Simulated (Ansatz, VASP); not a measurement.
## One calculation of ZnSe, two programs

The input INCAR:

```
ALGO = Normal
EDIFF = 1E-6
ENCUT = 520
GGA = PE
ISIF = 2
ISMEAR = 0
LASPH = True
LCHARG = False
LREAL = False
LWAVE = False
NBANDS = 26
NELM = 60
PREC = Accurate
SIGMA = 0.02
```

KPOINTS

```
k-points
0
Gamma
  8 8 6
```

File POSCAR:

```
ZnSe
1.0
    4.3590522854      0.0000000000      0.0000000000
    0.0000000000      4.3590522854      0.0000000000
    0.0000000000      0.0000000000      6.0775737165
Zn Se
2 2
Direct
    0.0000000000      0.0000000000      0.0000000000
    0.5000000000      0.5000000000      0.0000000000
    0.0000000000      0.5000000000      0.2323017592
    0.5000000000      0.0000000000      0.7676982408
```

Input for Ansatz:

```yaml
crystal:
  lattice:
    - [4.3590522854, 0.0, 0.0]
    - [0.0, 4.3590522854, 0.0]
    - [0.0, 0.0, 6.0775737165]
  atoms:
    - { symbol: Zn, position: [0.0, 0.0, 0.0] }
    - { symbol: Zn, position: [0.5, 0.5, 0.0] }
    - { symbol: Se, position: [0.0, 0.5, 0.2323017592] }
    - { symbol: Se, position: [0.5, 0.0, 0.7676982408] }
basis:
  ecutwfc: 420
kpoints:
  mp_grid: { grid: [8, 8, 6] }
hamiltonian:
  xc: pbe
scf:
  occupations: { method: gaussian, width: 0.02 }
output:
  forces: true
  stress: true
  eigenvalues: true
  populations: true
```

Alike in both runs: task single point; functional PBE; k mesh 8 × 8 × 6; occupations gaussian, width 0.02 eV; no spin polarisation.

|  | VASP | Ansatz |
| --- | --- | --- |
| version | VASP 6.6.1 | Ansatz 0.2.0 |
| potentials or method | VASP PAW PBE potentials, release 64 (Zn, Se), cutoff 520 eV | scalar-relativistic, plane waves, PAW |
| valence electrons in the cell | 36 | 56 |

Ansatz gave:

```
gap on the k mesh at the Fermi level (eV)                     : 1.13
least direct gap on the mesh (eV)                             : 1.13
pressure (GPa)                                                : -3.2
traceless stress, the component that is largest in VASP (GPa) : 1.97
rms of the force components (eV/Å)                            : 0.124
```

Question: Which values does VASP return?

Answer: gap on the k mesh at the Fermi level (eV): 1.13; least direct gap on the mesh (eV): 1.13; pressure (GPa): -3.1; traceless stress, the component that is largest in VASP (GPa): 1.96; rms of the force components (eV/Å): 0.112.

Atom by atom the forces differ by 0.011 eV/Å (rms over components). The functional is the same, so the differences come from potentials, cutoffs and numerics. VASP's potentials hold 36 valence electrons a cell and Ansatz's 56, so a difference there can come from the potentials and not from the codes.
